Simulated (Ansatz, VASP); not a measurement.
Two plane-wave programs on Ni

INCAR

```
SYSTEM = Ni
PREC = Accurate
ENCUT = 520
EDIFF = 1E-6
ISMEAR = -1
SIGMA = 0.05
LREAL = .FALSE.
LASPH = .TRUE.
NELM = 150
ALGO = Normal
ISIF = 2
LWAVE = .FALSE.
LCHARG = .TRUE.
ISPIN = 2
MAGMOM = 1.5 -1.5
LORBIT = 11
LMAXMIX = 4
GGA = PS
IVDW = 12
LELF = .TRUE.
LVHAR = .TRUE.
NBANDS = 21
```

KPOINTS

```
regular mesh
0
G
  13 13 7
  0 0 0
```

File POSCAR:

```
Ni
1.0
    2.4480230000      0.0000000000      0.0000000000
   -1.2240110000      2.1200500000      0.0000000000
    0.0000000000      0.0000000000      4.0728080000
Ni
2
Direct
    0.3333333333      0.6666666667      0.2500000000
    0.6666666667      0.3333333333      0.7500000000
```

Input for Ansatz:

```yaml
crystal:
  lattice:
    - [2.448023, 0.0, 0.0]
    - [-1.224011, 2.12005, 0.0]
    - [0.0, 0.0, 4.072808]
  atoms:
    - { symbol: Ni, position: [0.3333333333333333, 0.6666666666666666, 0.25], spin: 1.5 }
    - { symbol: Ni, position: [0.6666666666666666, 0.3333333333333333, 0.75], spin: -1.5 }
kpoints:
  mp_grid:
    grid: [13, 13, 7]
hamiltonian:
  xc: pbesol
  dispersion: d3bj
  pseudopotentials:
    kind: paw
magnetization:
  spin_polarized: true
scf:
  occupations:
    method: fermi_dirac
    width: 0.05
output:
  forces: true
  stress: true
  eigenvalues: true
```

Alike in both runs: task single point; functional PBEsol; dispersion D3(BJ); k mesh 13 × 13 × 7; occupations fermi-dirac, width 0.05 eV; collinear spin.

|  | VASP | Ansatz |
| --- | --- | --- |
| version | VASP 6.6.1 | Ansatz 0.2.0 |
| potentials or method | VASP PAW PBE potentials, release 64 (Ni) | plane waves, PAW |
| plane-wave cutoff (eV) | 520 | 420 |
| valence electrons in the cell | 20 | 36 |

VASP gave:

```
gap on the k mesh at the Fermi level (eV)                     : none
pressure (GPa)                                                : -10.5
traceless stress, the component that is largest in VASP (GPa) : -1.01
net moment per atom (μB)                                      : 0.00
size of the moment on the site where the two differ most (μB) : 0.20
```

Question: Estimate Ansatz's values.

Answer: gap on the k mesh at the Fermi level (eV): none; pressure (GPa): -9.7; traceless stress, the component that is largest in VASP (GPa): -2.02; net moment per atom (μB): 0.63; size of the moment on the site where the two differ most (μB): 0.67.

The net moments are unlike, so the other rows may belong to different states. VASP's potentials were made for PBE, not for PBEsol. Site moments also hang on the region over which each program counts them. A gap of «none» marks a metal or a gap that the smearing closes. VASP's potentials hold 20 valence electrons a cell and Ansatz's 36, so a difference there can come from the potentials and not from the codes. Ansatz's warnings: seeded moment not kept.
